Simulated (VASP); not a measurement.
# F (P6_3/mmc) in VASP: a series of runs

Runs on F. Level: r2SCAN. Tasks: single point, relaxation of cell and atoms.

Program: VASP 6.6.1. These are calculated values, not measurements. Logs are shortened: lines on timing, memory, paths and dates and some standing lists are left out, and cuts for length are marked.

## 1. The cell of the first run

Symmetry: P6_3/mmc, No. 194, hexagonal system. The conventional cell has a = 2.743 Å, b = 2.743 Å, c = 2.941 Å, α = 90.00°, β = 90.00°, γ = 120.00°. Within 3.0 Å of F (site symmetry -6m2) lie 14 F at 2.16 to 2.94 Å.

## 2. Single point, r2SCAN

The input, POSCAR:

```
F
1.0
    1.3714885801      2.3754879027      0.0000000000
   -1.3714885801      2.3754879027      0.0000000000
    0.0000000000      0.0000000000      2.9413584578
F
2
Direct
    0.3333333333      0.3333333333      0.2500000000
    0.6666666667      0.6666666667      0.7500000000
```

The input, INCAR.step1:

```
SYSTEM = F
ALGO     = Normal         ! electronic algorithm
EDIFF    = 1E-4           ! SCF threshold, eV
ENCUT    = 520            ! plane-wave cutoff, eV
GGA      = PE             ! functional
ISMEAR   = 0              ! smearing method
LASPH    = .True.         ! aspherical terms in the spheres
LCHARG   = .False.        ! write CHGCAR
LREAL    = .False.        ! projectors in reciprocal space
LWAVE    = .True.         ! write WAVECAR
NBANDS   = 14             ! bands
NELM     = 80             ! most SCF steps
PREC     = Accurate       ! precision mode
SIGMA    = 0.022          ! smearing width, eV
```

The input, INCAR.step2:

```
SYSTEM = F
ALGO     = Normal         ! electronic algorithm
EDIFF    = 1E-7           ! SCF threshold, eV
ENCUT    = 520            ! plane-wave cutoff, eV
ISIF     = 2              ! what is computed and relaxed
ISMEAR   = 0              ! smearing method
ISTART   = 1            
LASPH    = .True.         ! aspherical terms in the spheres
LCHARG   = .False.        ! write CHGCAR
LMIXTAU  = .True.       
LREAL    = .False.        ! projectors in reciprocal space
LWAVE    = .False.        ! write WAVECAR
METAGGA  = R2SCAN         ! meta-GGA
NBANDS   = 14             ! bands
NELM     = 80             ! most SCF steps
PREC     = Accurate       ! precision mode
SIGMA    = 0.022          ! smearing width, eV
```

The input, KPOINTS:

```
k-points
0
Gamma
  14 14 8
  0 0 0
```

Potentials or basis: VASP PAW PBE potentials, release 64 (F).

Command:

```console
> cat potpaw_PBE.64/F/POTCAR > POTCAR
> cp INCAR.step1 INCAR
> mpirun -np 1 vasp_std > vasp.out
> cp INCAR.step2 INCAR
> mpirun -np 1 vasp_std > vasp.out
```

OUTCAR:

```text
SYSTEM = F
   EDIFF = 1E-7
   ENCUT = 520
   ISIF = 2
   ISMEAR = 0
   ISTART = 1
   LASPH = .True.
   LREAL = .False.
   METAGGA = R2SCAN
   NELM = 80
   PREC = Accurate

 ion  position               nearest neighbor table
   1  0.333  0.333  0.250-
   2  0.667  0.667  0.750-

  LATTYP: Found a hexagonal cell.
 ALAT       =     2.7429771602
 C/A-ratio  =     1.0723233502

  Lattice vectors:

 A1 = (   1.3714885801,  -2.3754879027,   0.0000000000)
 A2 = (   1.3714885801,   2.3754879027,   0.0000000000)
 A3 = (   0.0000000000,   0.0000000000,   2.9413584578)

Analysis of symmetry for initial positions (statically):
=====================================================================
 Subroutine PRICEL returns:
 Original cell was already a primitive cell.

 Routine SETGRP: Setting up the symmetry group for a
 hexagonal supercell.

 Subroutine GETGRP returns: Found 24 space group operations
 (whereof 12 operations were pure point group operations)
 out of a pool of 24 trial point group operations.

The static configuration has the point symmetry D_3d.
 The point group associated with its full space group is D_6h.

Analysis of symmetry for dynamics (positions and initial velocities):
=====================================================================
 Subroutine PRICEL returns:
 Original cell was already a primitive cell.

 Routine SETGRP: Setting up the symmetry group for a
 hexagonal supercell.

 Subroutine GETGRP returns: Found 24 space group operations
 (whereof 12 operations were pure point group operations)
 out of a pool of 24 trial point group operations.

The dynamic configuration has the point symmetry D_3d.
 The point group associated with its full space group is D_6h.

 Subroutine INISYM returns: Found 24 space group operations
 (whereof 12 operations are pure point group operations),
 and found     1 'primitive' translations

----------------------------------------------------------------------------------------

                                     Primitive cell

  volume of cell :      19.1656

  direct lattice vectors                    reciprocal lattice vectors
     1.371488580  2.375487903  0.000000000     0.364567381  0.210483076  0.000000000
    -1.371488580  2.375487903  0.000000000    -0.364567381  0.210483076  0.000000000
     0.000000000  0.000000000  2.941358458     0.000000000  0.000000000  0.339978964

  length of vectors
     2.742977160  2.742977160  2.941358458     0.420966151  0.420966151  0.339978964

  position of ions in fractional coordinates (direct lattice)
     0.333333333  0.333333333  0.250000000
     0.666666667  0.666666667  0.750000000

  ion indices of the primitive-cell ions
   primitive index   ion index
                 1           1
                 2           2

----------------------------------------------------------------------------------------

 KPOINTS: k-points

Automatic generation of k-mesh.
 Grid dimensions read from file:
 generate k-points for:   14   14    8

 Generating k-lattice:

  Cartesian coordinates                     Fractional coordinates (reciprocal lattice)
     0.026040527  0.015034505  0.000000000     0.071428571  0.000000000  0.000000000
    -0.026040527  0.015034505  0.000000000     0.000000000  0.071428571  0.000000000
     0.000000000  0.000000000  0.042497370     0.000000000  0.000000000  0.125000000

  Length of vectors
     0.030069011  0.030069011  0.042497370

  Shift w.r.t. Gamma in fractional coordinates (k-lattice)
     0.000000000  0.000000000  0.000000000

 Subroutine IBZKPT returns following result:
 ===========================================

 Found    120 irreducible k-points:

 Following reciprocal coordinates:
            Coordinates               Weight
  0.000000  0.000000  0.000000      1.000000
  0.071429  0.000000  0.000000      6.000000
  0.142857  0.000000  0.000000      6.000000
  0.214286  0.000000  0.000000      6.000000
  0.285714  0.000000  0.000000      6.000000
  0.357143 -0.000000  0.000000      6.000000
[... 16 lines left out ...]
 -0.428571  0.285714  0.000000      6.000000
 -0.357143  0.285714  0.000000      6.000000
 [... further k-points ...]
   k-points           NKPTS =    120   k-points in BZ     NKDIM =    120   number of bands    NBANDS=     14
   number of dos      NEDOS =    301   number of ions     NIONS =      2
   total plane-waves  NPLWV =   9600
   dimension x,y,z NGX =    20 NGY =   20 NGZ =   24
   dimension x,y,z NGXF=    40 NGYF=   40 NGZF=   48
   ions per type =               2
   NGX,Y,Z   is equivalent  to a cutoff of  12.12, 12.12, 13.56 a.u.
   NGXF,Y,Z  is equivalent  to a cutoff of  24.24, 24.24, 27.13 a.u.
 SYSTEM =  F
   PREC   = accura    normal or accurate (medium, high low for compatibility)
   ISTART =      1    job   : 0-new  1-cont  2-samecut
   ICHARG =      0    charge: 1-file 2-atom 10-const
   ISPIN  =      1    spin polarized calculation?
   LNONCOLLINEAR =      F non collinear calculations
   LSORBIT =      F    spin-orbit coupling
   LASPH  =      T    aspherical Exc in radial PAW
   ENCUT  =  520.0 eV  38.22 Ry    6.18 a.u.   5.10  5.10  5.47*2*pi/ulx,y,z
   NELM   =     80;   NELMIN=  2; NELMDL=  0     # of ELM steps
   EDIFF  = 0.1E-06   stopping-criterion for ELM
   LREAL  =      F    real-space projection
   EDIFFG = 0.1E-05   stopping-criterion for IOM
   NSW    =      0    number of steps for IOM
   IBRION =     -1    ionic relax: 0-MD 1-quasi-New 2-CG
   NFREE  =      0    steps in history (QN), initial steepest desc. (CG)
   ISIF   =      2    stress and relaxation
   ISYM   =      2    0-nonsym 1-usesym 2-fastsym
   POTIM  = 0.5000    time-step for ionic-motion
   TEBEG  =    0.0;   TEEND  =   0.0 temperature during run
   PSTRESS=    0.0 pullay stress
   NELECT =      14.0000    total number of electrons
   NUPDOWN=      -1.0000    fix difference up-down
   EMIN   =  10.00;   EMAX   =-10.00  energy-range for DOS
   EFERMI =   0.00;   METHOD = LEGACY
   ISMEAR =     0;   SIGMA  =   0.02  broadening in eV -4-tet -1-fermi 0-gaus
   EFERMI_NEDOS =   21; number of points for ismear=-14 and -15
   IALGO  =     38    algorithm
   IMIX   =      4    mixing-type and parameters
     AMIX     =   0.40;   BMIX     =  1.00
     AMIX_MAG =   1.60;   BMIX_MAG =  1.00
  volume/ion in A,a.u.               =       9.58        64.67
  Fermi-wavevector in a.u.,A,eV,Ry     =   1.474381  2.786177 29.576353  2.173801
  Thomas-Fermi vector in A             =   2.589160
   LORBIT       =      0    0 simple, 1 ext, 2 COOP (PROOUT), +10 PAW based schemes
   METAGGA = R2SCAN    functional components
   LHFCALC =     F    Hartree Fock is set to
   AEXX    =    0.0000 exact exchange contribution
   IVDW    =     0    specifies the selected vdW correction
   LEPSILON=     F    determine dielectric tensor
   LRPA    =     F    only Hartree local field effects (RPA)
 non-spin polarized calculation
 Gauss-broadening in eV      SIGMA  =   0.02
  energy-cutoff  :      520.00
  volume of cell :       19.17
 maximum number of plane-waves:       533
   NGX = 11   NGY = 11   NGZ = 11

 number of electron      13.9999991 magnetization

 Free energy of the ion-electron system (eV)
  ---------------------------------------------------
  ext. energy  EPLUGINS =         0.00000000
  ---------------------------------------------------
  free energy    TOTEN  =        -4.14577478 eV

  energy without entropy =       -4.14514179  energy(sigma->0) =       -4.14545828

 E-fermi :  -3.1805     XC(G=0): -11.1313

 val. band max:       -3.1808730510   @ k =  -0.4286   0.2857   0.0000
 cond. band min:      -3.1770677870   @ k =   0.2857   0.0000   0.1250
 fundamental gap:      0.0038052640
 Fermi energy:        -3.1804924441

 k-point     1 :       0.0000    0.0000    0.0000
  band No.  band energies     occupation
      1     -27.1176      2.00000
      2     -23.5743      2.00000
      3      -7.0952      2.00000
      4      -5.1675      2.00000
      5      -5.1675      2.00000
      6      -3.3626      2.00000
      7      -3.3625      2.00000
      8      -2.4988      0.00000
      9      10.9959      0.00000
     10      17.5952      0.00000
     11      26.0345      0.00000
     12      26.0346      0.00000
     13      27.0377      0.00000
     14      29.4385      0.00000

 k-point     2 :       0.0714    0.0000    0.0000
  band No.  band energies     occupation
      1     -27.0691      2.00000
      2     -23.6001      2.00000
      3      -7.0431      2.00000
      4      -5.2437      2.00000
      5      -5.2293      2.00000
      6      -3.4557      2.00000
      7      -3.3285      2.00000
      8      -2.5500      0.00000
      9      11.1981      0.00000
     10      17.7472      0.00000
     11      24.8461      0.00000
     12      26.2002      0.00000
     13      26.9203      0.00000
     14      30.8828      0.00000

 k-point     3 :       0.1429    0.0000    0.0000
  band No.  band energies     occupation
      1     -26.9267      2.00000
      2     -23.6787      2.00000
      3      -6.8903      2.00000
      4      -5.4670      2.00000
      5      -5.3896      2.00000
      6      -3.6910      2.00000
      7      -3.2458      1.99997
      8      -2.7002      0.00000
      9      11.7590      0.00000
     10      18.1679      0.00000
     11      23.0530      0.00000
     12      26.5509      0.00000
     13      26.6755      0.00000
     14      30.6665      0.00000

 k-point     4 :       0.2143    0.0000    0.0000
  band No.  band energies     occupation
      1     -26.7027      2.00000
      2     -23.8117      2.00000
      3      -6.6473      2.00000
      4      -5.8108      2.00000
      5      -5.5964      2.00000
      6      -3.9741      2.00000
      7      -3.1505      0.05383
      8      -2.9389      0.00000
      9      12.5597      0.00000
     10      18.7500      0.00000
     11      21.4810      0.00000
     12      25.9589      0.00000
     13      27.3909      0.00000
     14      29.6488      0.00000

 k-point     5 :       0.2857    0.0000    0.0000
  band No.  band energies     occupation
      1     -26.4158      2.00000
      2     -23.9971      2.00000
      3      -6.3332      2.00000
      4      -6.2111      2.00000
      5      -5.8021      2.00000
      6      -4.2278      2.00000
      7      -3.2473      1.99998
      8      -3.0676      0.00000
      9      13.4432      0.00000
     10      19.2946      0.00000
     11      20.3077      0.00000
[... 276 lines left out ...]
 k-point    22 :      -0.4286    0.2143    0.0000
  band No.  band energies     occupation
      1     -25.4623      2.00000
      2     -24.7305      2.00000
      3      -7.3636      2.00000
      4      -5.5994      2.00000
      5      -5.2448      2.00000
      6      -4.7851      2.00000
      7      -4.3131      2.00000
      8      -3.1472      0.03236
      9      15.1951      0.00000
     10      19.3717      0.00000
     11      20.2343      0.00000
     12      23.5036      0.00000
     13      28.9433      0.00000
     14      30.0729      0.00000

 k-point    23 :      -0.4286    0.2857    0.0000
  band No.  band energies     occupation
      1     -25.4216      2.00000
      2     -24.7641      2.00000
      3      -7.4217      2.00000
      4      -5.4848      2.00000
      5      -5.1942      2.00000
      6      -4.8565      2.00000
      7      -4.3617      2.00000
      8      -3.1809      1.01952
      9      15.2271      0.00000
     10      19.5282      0.00000
     11      20.2167      0.00000
     12      23.4188      0.00000
     13      28.8161      0.00000
     14      30.8048      0.00000

 k-point    24 :      -0.3571    0.2857    0.0000
  band No.  band energies     occupation
      1     -25.2286      2.00000
      2     -24.9413      2.00000
      3      -7.5062      2.00000
      4      -5.3368      2.00000
      5      -5.0133      2.00000
      6      -4.9594      2.00000
      7      -4.5940      2.00000
      8      -3.1950      1.64768
      9      15.3103      0.00000
     10      19.7310      0.00000
     11      20.1029      0.00000
     12      23.2889      0.00000
     13      29.7547      0.00000
     14      30.2154      0.00000

 [... further k-points ...]

------------------------ aborting loop because EDIFF is reached ----------------------------------------

  FORCE on cell =-STRESS in cart. coord.  units (eV):
  Direction    XX          YY          ZZ          XY          YZ          ZX
  --------------------------------------------------------------------------------------
  -------------------------------------------------------------------------------------
  Total       -0.1052149     -0.1052149     -0.1247896     -0.0000000      0.0000000      0.0000000
  in kB       -8.7955861     -8.7955861    -10.4319648     -0.0000000      0.0000000      0.0000000
  external PRESSURE =      -9.3410457 kB  Pullay stress =       0.0000000 kB

 VOLUME and BASIS-vectors are now :
 -----------------------------------------------------------------------------
  energy-cutoff  :      520.00
  volume of cell :       19.17
      direct lattice vectors                 reciprocal lattice vectors
     1.371488580  2.375487903  0.000000000     0.364567381  0.210483076  0.000000000
    -1.371488580  2.375487903  0.000000000    -0.364567381  0.210483076  0.000000000
     0.000000000  0.000000000  2.941358458     0.000000000  0.000000000  0.339978964

 POSITION                                       TOTAL-FORCE (eV/Angst)
 -----------------------------------------------------------------------------------
      0.00000      1.58366      0.73534         0.000000     -0.000000     -0.000000
      0.00000      3.16732      2.20602        -0.000000      0.000000      0.000000
 -----------------------------------------------------------------------------------
    total drift:                               -0.000000     -0.000000     -0.000000

  FREE ENERGIE OF THE ION-ELECTRON SYSTEM (eV)
  ---------------------------------------------------
  free  energy   TOTEN  =        -4.1457747761 eV

  energy  without entropy=       -4.1451417892  energy(sigma->0) =       -4.14545828
```

Wall time 38 s (1 thread of Intel Xeon 6975P-C (Granite Rapids), shared host); peak memory 0.14 GiB.

Results:

| Property | Result |
| --- | --- |
| Free energy | -4.1458 eV |
| Pressure | -0.9 GPa |
| Band gap on the k mesh | zero (bands 7 and 8 overlap by 1.69 eV) |

Stress tensor (GPa, compression positive):
```
-0.88  0.00  0.00
 0.00 -0.88  0.00
 0.00  0.00 -1.04
```

Levels at points of the mesh, in eV from the Fermi level:
```csv
k point,band 5,band 6,band 7,band 8,band 9,band 10
"(0.00, 0.00, 0.00)",-1.99,-0.18,-0.18,0.68,14.18,20.78
"(0.50, 0.00, 0.00)",-2.33,-1.39,-0.88,0.22,18.12,21.95
"(0.00, 0.00, 0.50)",-1.06,-1.06,-1.06,-1.06,18.35,18.35
"(0.50, 0.00, 0.50)",-1.44,-1.44,0.18,0.18,20.19,20.19
```

Caveat: the PAW data sets were made with another functional, which shifts forces and pressure a little.

(Continued in part 2 of 2.)
